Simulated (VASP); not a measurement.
Write the native input for VASP 6.6.1 that does the following.

```
Task                   : single point
Functional             : LDA
Potentials or basis    : VASP PAW LDA potentials, release 64 (Ni, Si)
Cutoff                 : 520 eV
k mesh                 : 11 × 11 × 11
Occupations            : fermi-dirac, width 0.05 eV
Spin                   : no spin polarisation
Dipole correction      : no
Further INCAR settings : ALGO = Normal; EDIFF = 1e-06; NBANDS = 16
```

The structure of Si2Ni (fluorite type) lies in POSCAR:

```
Si2Ni
1.0
    0.0000000000      2.6751397953      2.6751397953
    2.6751397953      0.0000000000      2.6751397953
    2.6751397953      2.6751397953      0.0000000000
Ni Si
1 2
Direct
    0.0000000000      0.0000000000      0.0000000000
    0.2500000000      0.2500000000      0.2500000000
    0.7500000000      0.7500000000      0.7500000000
```

The input as run:

INCAR

```
SYSTEM = Si2Ni
PREC = Accurate ; ENCUT = 520
EDIFF = 1E-6 ; ISMEAR = -1
SIGMA = 0.05 ; LREAL = .FALSE.
LASPH = .TRUE. ; NELM = 60
ALGO = Normal ; ISIF = 2
LWAVE = .FALSE. ; LCHARG = .TRUE.
GGA = CA ; LELF = .TRUE.
LVHAR = .TRUE. ; NBANDS = 16
```

KPOINTS

```
Automatic mesh
0
G
  11 11 11
  0 0 0
```

Potentials or basis: VASP PAW LDA potentials, release 64 (Ni, Si).

Launch:

```console
$ cat potpaw_LDA.64/Ni/POTCAR potpaw_LDA.64/Si/POTCAR > POTCAR
$ mpirun -np 1 vasp_std > vasp.out
```

Results of the run:

```yaml
Pressure: 0.1 GPa
Band_gap_on_the_k_mesh: zero (band 9 reaches 12.57 eV, above the bottom of band 10 at 10.41 eV)
```

Wall time 32 s on 1 thread of AMD EPYC 9R45 (Zen 5), on a shared host, peak memory 0.12 GiB.
